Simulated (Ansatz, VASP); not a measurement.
## One calculation of Al2O3, two programs

The input INCAR:

```
  PREC = Accurate
  ENCUT = 520
  EDIFF = 1E-6
  ISMEAR = 0
  SIGMA = 0.01
  LREAL = F
  LASPH = T
  NELM = 100
  ALGO = Normal
  ISIF = 2
  LWAVE = F
  LCHARG = F
  GGA = PE
  NBANDS = 20
```

File KPOINTS:

```
Automatic mesh
0
Gamma
  9 9 4
```

POSCAR

```
Al2O3
1.0
    2.9448757177      0.0000000000      0.0000000000
   -1.4724378588      2.5503371825      0.0000000000
    0.0000000000      0.0000000000      7.6779695463
Al O
2 3
Direct
    0.3333333333      0.6666666667      0.1827987277
    0.6666666667      0.3333333333      0.8172012723
    0.0000000000      0.0000000000      0.0000000000
    0.3333333333      0.6666666667      0.7268084417
    0.6666666667      0.3333333333      0.2731915583
```

Input for Ansatz:

```yaml
crystal:
  lattice:
    - [2.9448757177, 0.0, 0.0]
    - [-1.4724378588, 2.5503371825, 0.0]
    - [0.0, 0.0, 7.6779695463]
  atoms:
    - { symbol: Al, position: [0.3333333333, 0.6666666667, 0.1827987277] }
    - { symbol: Al, position: [0.6666666667, 0.3333333333, 0.8172012723] }
    - { symbol: O, position: [0.0, 0.0, 0.0] }
    - { symbol: O, position: [0.3333333333, 0.6666666667, 0.7268084417] }
    - { symbol: O, position: [0.6666666667, 0.3333333333, 0.2731915583] }
kpoints:
  mp_grid: { grid: [9, 9, 4] }
hamiltonian:
  xc: pbe
scf:
  occupations: { method: fixed }
  n_extra_bands: 5
output:
  forces: true
  stress: true
  eigenvalues: true
```

Alike in both runs: task single point; functional PBE; k mesh 9 × 9 × 4; no spin polarisation.

|  | VASP | Ansatz |
| --- | --- | --- |
| version | VASP 6.6.1 | Ansatz 0.2.0 |
| potentials or method | VASP PAW PBE potentials, release 64 (Al, O) | plane waves, PAW |
| plane-wave cutoff (eV) | 520 | 420 |
| occupations | gaussian, width 0.01 eV | fixed |
| valence electrons in the cell | 24 | 24 |

|  | VASP | Ansatz | Ansatz less VASP |
| --- | --- | --- | --- |
| gap on the k mesh at the Fermi level (eV) | 4.24 | 4.26 | +0.021 |
| pressure (GPa) | -9.1 | -9.1 | +0.03 |
| traceless stress, the component that is largest in VASP (GPa) | 2.90 | 3.09 | +0.193 |
| rms of the force components (eV/Å) | 0.248 | 0.234 | -0.0136 |

Atom by atom the forces differ by 0.017 eV/Å (rms over components).
